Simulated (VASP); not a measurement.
# LiF (P6_3mc) in VASP: further runs

The runs below take LiF through single point, with r2SCAN.

Everything below comes from runs of VASP 6.6.1. Logs are shortened: lines on timing, memory, paths and dates and some standing lists are left out, and cuts for length are marked.

### 1 The cell of the first run

The structure is hexagonal, space group P6_3mc (No. 186). Conventional cell: a = 3.081 Å, b = 3.081 Å, c = 4.785 Å, α = 90.00°, β = 90.00°, γ = 120.00°. Within 2.5 Å of Li (site symmetry 3m) lie 4 F at 1.86 to 1.87 Å. Within 2.5 Å of F (site symmetry 3m) lie 4 Li at 1.86 to 1.87 Å.

### 2 Single point, r2SCAN

Contents of POSCAR:

```
LiF
1.0
    3.0810126371      0.0000000000      0.0000000000
   -1.5405063186      2.6682352131      0.0000000000
    0.0000000000      0.0000000000      4.7853429675
Li F
2 2
Direct
    0.3333333333      0.6666666667     -0.0074305300
    0.6666666667      0.3333333333      0.4925694700
    0.3333333333      0.6666666667      0.3824305300
    0.6666666667      0.3333333333      0.8824305300
```

Contents of INCAR.step1:

```
SYSTEM = LiF
ALGO = Normal
EDIFF = 1E-4
ENCUT = 520
GGA = PE
ISMEAR = 0
LASPH = .TRUE.
LCHARG = .FALSE.
LREAL = .FALSE.
LWAVE = .TRUE.
NBANDS = 18
NELM = 80
PREC = Accurate
SIGMA = 0.01
```

Contents of INCAR.step2:

```
SYSTEM = LiF
ALGO = Normal
EDIFF = 1E-7
ENCUT = 520
ISIF = 2
ISMEAR = 0
ISTART = 1
LASPH = .TRUE.
LCHARG = .TRUE.
LELF = .TRUE.
LMIXTAU = .TRUE.
LREAL = .FALSE.
LVHAR = .TRUE.
LWAVE = .FALSE.
METAGGA = R2SCAN
NBANDS = 18
NELM = 80
PREC = Accurate
SIGMA = 0.01
```

Contents of KPOINTS:

```
k-points
0
G
  6 6 4
  0 0 0
```

Potentials or basis: VASP PAW PBE potentials, release 64 (Li_sv, F).

Started as:

```bash
$ cat potpaw_PBE.64/Li_sv/POTCAR potpaw_PBE.64/F/POTCAR > POTCAR
$ cp INCAR.step1 INCAR
$ mpirun -np 1 vasp_std > vasp.out
$ cp INCAR.step2 INCAR
$ mpirun -np 1 vasp_std > vasp.out
```

OUTCAR:

```text
SYSTEM = LiF
   EDIFF = 1E-7
   ENCUT = 520
   ISIF = 2
   ISMEAR = 0
   ISTART = 1
   LASPH = .TRUE.
   LREAL = .FALSE.
   METAGGA = R2SCAN
   NELM = 80
   PREC = Accurate

 ion  position               nearest neighbor table
   1  0.333  0.667  0.993-   4 1.86   4 1.86   4 1.86   3 1.87
   2  0.667  0.333  0.493-   3 1.86   3 1.86   3 1.86   4 1.87
   3  0.333  0.667  0.382-   2 1.86   2 1.86   2 1.86   1 1.87
   4  0.667  0.333  0.882-   1 1.86   1 1.86   1 1.86   2 1.87

  LATTYP: Found a hexagonal cell.
 ALAT       =     3.0810126371
 C/A-ratio  =     1.5531721324

  Lattice vectors:

 A1 = (   3.0810126371,   0.0000000000,   0.0000000000)
 A2 = (  -1.5405063186,   2.6682352131,   0.0000000000)
 A3 = (   0.0000000000,   0.0000000000,   4.7853429675)

Analysis of symmetry for initial positions (statically):
=====================================================================
 Subroutine PRICEL returns:
 Original cell was already a primitive cell.

 Routine SETGRP: Setting up the symmetry group for a
 hexagonal supercell.

 Subroutine GETGRP returns: Found 12 space group operations
 (whereof  6 operations were pure point group operations)
 out of a pool of 24 trial point group operations.

The static configuration has the point symmetry C_3v.
 The point group associated with its full space group is C_6v.

Analysis of symmetry for dynamics (positions and initial velocities):
=====================================================================
 Subroutine PRICEL returns:
 Original cell was already a primitive cell.

 Routine SETGRP: Setting up the symmetry group for a
 hexagonal supercell.

 Subroutine GETGRP returns: Found 12 space group operations
 (whereof  6 operations were pure point group operations)
 out of a pool of 24 trial point group operations.

The dynamic configuration has the point symmetry C_3v.
 The point group associated with its full space group is C_6v.

 Subroutine INISYM returns: Found 12 space group operations
 (whereof  6 operations are pure point group operations),
 and found     1 'primitive' translations

----------------------------------------------------------------------------------------

                                     Primitive cell

  volume of cell :      39.3397

  direct lattice vectors                    reciprocal lattice vectors
     3.081012637  0.000000000  0.000000000     0.324568614  0.187389776  0.000000000
    -1.540506319  2.668235213  0.000000000     0.000000000  0.374779553  0.000000000
     0.000000000  0.000000000  4.785342968     0.000000000  0.000000000  0.208971438

  length of vectors
     3.081012637  3.081012637  4.785342968     0.374779553  0.374779553  0.208971438

  position of ions in fractional coordinates (direct lattice)
     0.333333333  0.666666667  0.992569470
     0.666666667  0.333333333  0.492569470
     0.333333333  0.666666667  0.382430530
     0.666666667  0.333333333  0.882430530

  ion indices of the primitive-cell ions
   primitive index   ion index
                 1           1
                 2           2
                 3           3
                 4           4

----------------------------------------------------------------------------------------

 KPOINTS: k-points

Automatic generation of k-mesh.
 Grid dimensions read from file:
 generate k-points for:    6    6    4

 Generating k-lattice:

  Cartesian coordinates                     Fractional coordinates (reciprocal lattice)
     0.054094769  0.031231629  0.000000000     0.166666667  0.000000000  0.000000000
     0.000000000  0.062463259  0.000000000     0.000000000  0.166666667  0.000000000
     0.000000000  0.000000000  0.052242859     0.000000000  0.000000000  0.250000000

  Length of vectors
     0.062463259  0.062463259  0.052242859

  Shift w.r.t. Gamma in fractional coordinates (k-lattice)
     0.000000000  0.000000000  0.000000000

 Subroutine IBZKPT returns following result:
 ===========================================

 Found     21 irreducible k-points:

 Following reciprocal coordinates:
            Coordinates               Weight
  0.000000  0.000000  0.000000      1.000000
  0.166667 -0.000000  0.000000      6.000000
  0.333333 -0.000000  0.000000      6.000000
  0.500000 -0.000000  0.000000      3.000000
  0.166667  0.166667  0.000000      6.000000
  0.333333  0.166667  0.000000     12.000000
[... 13 lines left out ...]
  0.333333  0.166667  0.500000     12.000000
  0.333333  0.333333  0.500000      2.000000
   k-points           NKPTS =     21   k-points in BZ     NKDIM =     21   number of bands    NBANDS=     18
   number of dos      NEDOS =    301   number of ions     NIONS =      4
   total plane-waves  NPLWV =  20736
   dimension x,y,z NGX =    24 NGY =   24 NGZ =   36
   dimension x,y,z NGXF=    48 NGYF=   48 NGZF=   72
   ions per type =               2   2
   NGX,Y,Z   is equivalent  to a cutoff of  12.95, 12.95, 12.51 a.u.
   NGXF,Y,Z  is equivalent  to a cutoff of  25.90, 25.90, 25.01 a.u.
 SYSTEM =  LiF
   PREC   = accura    normal or accurate (medium, high low for compatibility)
   ISTART =      1    job   : 0-new  1-cont  2-samecut
   ICHARG =      0    charge: 1-file 2-atom 10-const
   ISPIN  =      1    spin polarized calculation?
   LNONCOLLINEAR =      F non collinear calculations
   LSORBIT =      F    spin-orbit coupling
   LASPH  =      T    aspherical Exc in radial PAW
   ENCUT  =  520.0 eV  38.22 Ry    6.18 a.u.   5.73  5.73  8.90*2*pi/ulx,y,z
   NELM   =     80;   NELMIN=  2; NELMDL=  0     # of ELM steps
   EDIFF  = 0.1E-06   stopping-criterion for ELM
   LREAL  =      F    real-space projection
   EDIFFG = 0.1E-05   stopping-criterion for IOM
   NSW    =      0    number of steps for IOM
   IBRION =     -1    ionic relax: 0-MD 1-quasi-New 2-CG
   NFREE  =      0    steps in history (QN), initial steepest desc. (CG)
   ISIF   =      2    stress and relaxation
   ISYM   =      2    0-nonsym 1-usesym 2-fastsym
   POTIM  = 0.5000    time-step for ionic-motion
   TEBEG  =    0.0;   TEEND  =   0.0 temperature during run
   PSTRESS=    0.0 pullay stress
   NELECT =      20.0000    total number of electrons
   NUPDOWN=      -1.0000    fix difference up-down
   EMIN   =  10.00;   EMAX   =-10.00  energy-range for DOS
   EFERMI =   0.00;   METHOD = LEGACY
   ISMEAR =     0;   SIGMA  =   0.01  broadening in eV -4-tet -1-fermi 0-gaus
   EFERMI_NEDOS =   21; number of points for ismear=-14 and -15
   IALGO  =     38    algorithm
   IMIX   =      4    mixing-type and parameters
     AMIX     =   0.40;   BMIX     =  1.00
     AMIX_MAG =   1.60;   BMIX_MAG =  1.00
  volume/ion in A,a.u.               =       9.83        66.37
  Fermi-wavevector in a.u.,A,eV,Ry     =   1.306596  2.469108 23.227767  1.707193
  Thomas-Fermi vector in A             =   2.437387
   LORBIT       =      0    0 simple, 1 ext, 2 COOP (PROOUT), +10 PAW based schemes
   METAGGA = R2SCAN    functional components
   LHFCALC =     F    Hartree Fock is set to
   AEXX    =    0.0000 exact exchange contribution
   IVDW    =     0    specifies the selected vdW correction
   LEPSILON=     F    determine dielectric tensor
   LRPA    =     F    only Hartree local field effects (RPA)
 non-spin polarized calculation
 Gauss-broadening in eV      SIGMA  =   0.01
  energy-cutoff  :      520.00
  volume of cell :       39.34
 maximum number of plane-waves:      1085
 NGX is ok and might be reduce to    24
   NGX = 11   NGY = 11   NGZ = 17

 number of electron      20.0000014 magnetization

 Free energy of the ion-electron system (eV)
  ---------------------------------------------------
  ext. energy  EPLUGINS =         0.00000000
  ---------------------------------------------------
  free energy    TOTEN  =       -23.65882867 eV

  energy without entropy =      -23.65882867  energy(sigma->0) =      -23.65882867

 E-fermi :  -2.9481     XC(G=0):  -9.4026

 val. band max:       -3.0262163647   @ k =   0.0000   0.0000   0.0000
 cond. band min:       5.6501475030   @ k =   0.0000   0.0000   0.0000
 fundamental gap:      8.6763638677
 Fermi energy:        -2.9480890822

 k-point     1 :       0.0000    0.0000    0.0000
  band No.  band energies     occupation
      1     -44.5905      2.00000
      2     -44.5468      2.00000
      3     -23.6235      2.00000
      4     -23.3914      2.00000
      5      -5.2183      2.00000
      6      -3.5431      2.00000
[... 10 lines left out ...]
     17      18.1858      0.00000
     18      19.2101      0.00000

 k-point     2 :       0.1667   -0.0000    0.0000
  band No.  band energies     occupation
      1     -44.5821      2.00000
      2     -44.5434      2.00000
      3     -23.5922      2.00000
      4     -23.3867      2.00000
      5      -5.0839      2.00000
      6      -3.8231      2.00000
[... 10 lines left out ...]
     17      18.4867      0.00000
     18      18.5137      0.00000

 k-point     3 :       0.3333   -0.0000    0.0000
  band No.  band energies     occupation
      1     -44.5636      2.00000
      2     -44.5384      2.00000
      3     -23.5193      2.00000
      4     -23.3871      2.00000
      5      -4.9053      2.00000
      6      -4.3093      2.00000
[... 10 lines left out ...]
     17      17.9947      0.00000
     18      19.1873      0.00000

 k-point     4 :       0.5000   -0.0000    0.0000
  band No.  band energies     occupation
      1     -44.5523      2.00000
      2     -44.5381      2.00000
      3     -23.4685      2.00000
      4     -23.4009      2.00000
      5      -5.0623      2.00000
      6      -4.2736      2.00000
[... 10 lines left out ...]
     17      17.5932      0.00000
     18      19.7571      0.00000

 k-point     5 :       0.1667    0.1667    0.0000
  band No.  band energies     occupation
      1     -44.5685      2.00000
      2     -44.5394      2.00000
      3     -23.5396      2.00000
      4     -23.3850      2.00000
      5      -4.8608      2.00000
      6      -4.3767      2.00000
[... 10 lines left out ...]
     17      18.7334      0.00000
     18      19.2634      0.00000

 k-point     6 :       0.3333    0.1667    0.0000
  band No.  band energies     occupation
      1     -44.5524      2.00000
      2     -44.5379      2.00000
      3     -23.4710      2.00000
      4     -23.3973      2.00000
      5      -4.9845      2.00000
      6      -4.4725      2.00000
[... 10 lines left out ...]
     17      17.5611      0.00000
     18      19.7646      0.00000

 k-point     7 :       0.3333    0.3333    0.0000
  band No.  band energies     occupation
      1     -44.5423      2.00000
      2     -44.5423      2.00000
      3     -23.4242      2.00000
      4     -23.4242      2.00000
      5      -5.1254      2.00000
      6      -4.2090      2.00000
[... 10 lines left out ...]
     17      16.1730      0.00000
     18      19.9881      0.00000

 k-point     8 :       0.0000    0.0000    0.2500
  band No.  band energies     occupation
      1     -44.5840      2.00000
      2     -44.5530      2.00000
      3     -23.5917      2.00000
      4     -23.4272      2.00000
      5      -4.9202      2.00000
      6      -3.4952      2.00000
[... 10 lines left out ...]
     17      17.8047      0.00000
     18      17.8050      0.00000
[... 166 lines left out ...]
     17      17.8458      0.00000
     18      17.8458      0.00000

 k-point    17 :       0.3333   -0.0000    0.5000
  band No.  band energies     occupation
      1     -44.5510      2.00000
      2     -44.5510      2.00000
      3     -23.4570      2.00000
      4     -23.4570      2.00000
      5      -4.6037      2.00000
      6      -4.6037      2.00000
[... 10 lines left out ...]
     17      18.1773      0.00000
     18      18.1773      0.00000

 k-point    18 :       0.5000   -0.0000    0.5000
  band No.  band energies     occupation
      1     -44.5451      2.00000
      2     -44.5451      2.00000
      3     -23.4377      2.00000
      4     -23.4377      2.00000
      5      -4.8174      2.00000
      6      -4.8174      2.00000
[... 10 lines left out ...]
     17      18.2826      0.00000
     18      18.2826      0.00000

 k-point    19 :       0.1667    0.1667    0.5000
  band No.  band energies     occupation
      1     -44.5539      2.00000
      2     -44.5539      2.00000
      3     -23.4664      2.00000
      4     -23.4664      2.00000
      5      -4.4596      2.00000
      6      -4.4596      2.00000
[... 10 lines left out ...]
     17      18.4248      0.00000
     18      18.4248      0.00000

 k-point    20 :       0.3333    0.1667    0.5000
  band No.  band energies     occupation
      1     -44.5451      2.00000
      2     -44.5451      2.00000
      3     -23.4374      2.00000
      4     -23.4374      2.00000
      5      -4.7013      2.00000
      6      -4.7013      2.00000
[... 10 lines left out ...]
     17      18.8567      0.00000
     18      18.8567      0.00000

 k-point    21 :       0.3333    0.3333    0.5000
  band No.  band energies     occupation
      1     -44.5422      2.00000
      2     -44.5422      2.00000
      3     -23.4276      2.00000
      4     -23.4276      2.00000
      5      -4.6195      2.00000
      6      -4.6195      2.00000
[... 10 lines left out ...]
     17      19.9231      0.00000
     18      19.9231      0.00000

------------------------ aborting loop because EDIFF is reached ----------------------------------------

  FORCE on cell =-STRESS in cart. coord.  units (eV):
  Direction    XX          YY          ZZ          XY          YZ          ZX
  --------------------------------------------------------------------------------------
  -------------------------------------------------------------------------------------
  Total       -0.0745036     -0.0745036     -0.0662812      0.0000000     -0.0000000      0.0000000
  in kB       -3.0342916     -3.0342916     -2.6994192      0.0000000     -0.0000000      0.0000000
  external PRESSURE =      -2.9226675 kB  Pullay stress =       0.0000000 kB

 VOLUME and BASIS-vectors are now :
 -----------------------------------------------------------------------------
  energy-cutoff  :      520.00
  volume of cell :       39.34
      direct lattice vectors                 reciprocal lattice vectors
     3.081012637  0.000000000  0.000000000     0.324568614  0.187389776  0.000000000
    -1.540506319  2.668235213  0.000000000     0.000000000  0.374779553  0.000000000
     0.000000000  0.000000000  4.785342968     0.000000000  0.000000000  0.208971438

 POSITION                                       TOTAL-FORCE (eV/Angst)
 -----------------------------------------------------------------------------------
     -0.00000      1.77882      4.74979        -0.000000      0.000000     -0.003418
      1.54051      0.88941      2.35711         0.000000      0.000000     -0.003418
     -0.00000      1.77882      1.83006        -0.000000      0.000000      0.003418
      1.54051      0.88941      4.22273         0.000000     -0.000000      0.003418
 -----------------------------------------------------------------------------------
    total drift:                               -0.000001     -0.000001     -0.056930

  FREE ENERGIE OF THE ION-ELECTRON SYSTEM (eV)
  ---------------------------------------------------
  free  energy   TOTEN  =       -23.6588286666 eV

  energy  without entropy=      -23.6588286666  energy(sigma->0) =      -23.65882867
```

Wall time 89 s (1 thread of Oxide Virtual Turin-like, shared host); peak memory 0.12 GiB.

Results:

```
Free energy            : -23.6588 eV
Largest force          : 0.003 eV/Å
Band gap on the k mesh : 8.68 eV, direct
```

Forces on the atoms (eV/Å):
```
Li   0.000  0.000 -0.003
Li   0.000  0.000 -0.003
F    0.000  0.000  0.003
F    0.000  0.000  0.003
```

Levels at points of the mesh, in eV from the valence-band top:
```
           k point  band 6  band 7  band 8  band 9  band 10  band 11  band 12  band 13  band 14  band 15
(0.00, 0.00, 0.00)   -0.52   -0.52   -0.19   -0.19     0.00     8.68    13.10    16.53    19.93    19.93
(0.50, 0.00, 0.00)   -1.25   -1.05   -1.05   -0.55    -0.41    12.04    13.20    15.96    16.20    18.55
(0.00, 0.00, 0.50)   -1.15   -0.35   -0.35   -0.35    -0.35    10.41    10.41    19.04    19.04    20.23
(0.50, 0.00, 0.50)   -1.79   -0.74   -0.74   -0.57    -0.57    12.06    12.06    16.04    16.04    20.53
```

Caveat: the cutoff is under 1.25 times the usual one of these potentials, so pressure, stress and relaxed cells hold a basis-set (Pulay) error; the PAW data sets were made with another functional, which shifts forces and pressure a little. r2SCAN opens gaps a little over a GGA but as a rule still falls short of measured ones.

### 3 Single point, r2SCAN

POSCAR is that of step 2.

Contents of INCAR.step1:

```
PREC = Accurate
ENCUT = 520
ISMEAR = 0
SIGMA = 0.2
LREAL = False
LASPH = True
NELM = 60
NBANDS = 18
GGA = PE
ALGO = Normal
EDIFF = 1E-4
LWAVE = True
LCHARG = False
```

Contents of INCAR.step2:

```
PREC = Accurate
ENCUT = 520
EDIFF = 1E-7
ISMEAR = 0
SIGMA = 0.2
LREAL = False
LASPH = True
NELM = 60
ALGO = Normal
ISIF = 2
LWAVE = False
LCHARG = False
METAGGA = R2SCAN
LMIXTAU = True
NBANDS = 18
ISTART = 1
```

Contents of KPOINTS:

```
regular mesh
0
Gamma
  6 6 4
```

Potentials or basis: VASP PAW PBE potentials, release 64 (Li_sv, F).

Started as:

```bash
$ cat potpaw_PBE.64/Li_sv/POTCAR potpaw_PBE.64/F/POTCAR > POTCAR
$ cp INCAR.step1 INCAR
$ mpirun -np 1 vasp_std > vasp.out
$ cp INCAR.step2 INCAR
$ mpirun -np 1 vasp_std > vasp.out
```

Run time: 1.7 min. Hardware: 1 thread of Oxide Virtual Turin-like, shared host; peak memory 0.12 GiB.

It converged, with:

```yaml
Free_energy: -23.6588 eV
Largest_force: 0.003 eV/Å
Band_gap_on_the_k_mesh: 8.68 eV, direct
```

Forces in eV/Å, atoms in the order of the input:
```
Li   0.000  0.000 -0.003
Li   0.000  0.000 -0.003
F    0.000  0.000  0.003
F    0.000  0.000  0.003
```

Levels at points of the mesh, in eV from the valence-band top:
```tsv
k point	band 8	band 9	band 10	band 11	band 12	band 13
(0.00, 0.00, 0.00)	-0.19	-0.19	0.00	8.68	13.10	16.53
(0.50, 0.00, 0.00)	-1.05	-0.55	-0.41	12.04	13.20	15.96
(0.00, 0.00, 0.50)	-0.35	-0.35	-0.35	10.41	10.41	19.04
(0.50, 0.00, 0.50)	-0.74	-0.57	-0.57	12.06	12.06	16.04
```

Caveat: the cutoff is under 1.25 times the usual one of these potentials, so pressure, stress and relaxed cells hold a basis-set (Pulay) error; the PAW data sets were made with another functional, which shifts forces and pressure a little. r2SCAN opens gaps a little over a GGA but as a rule still falls short of measured ones.
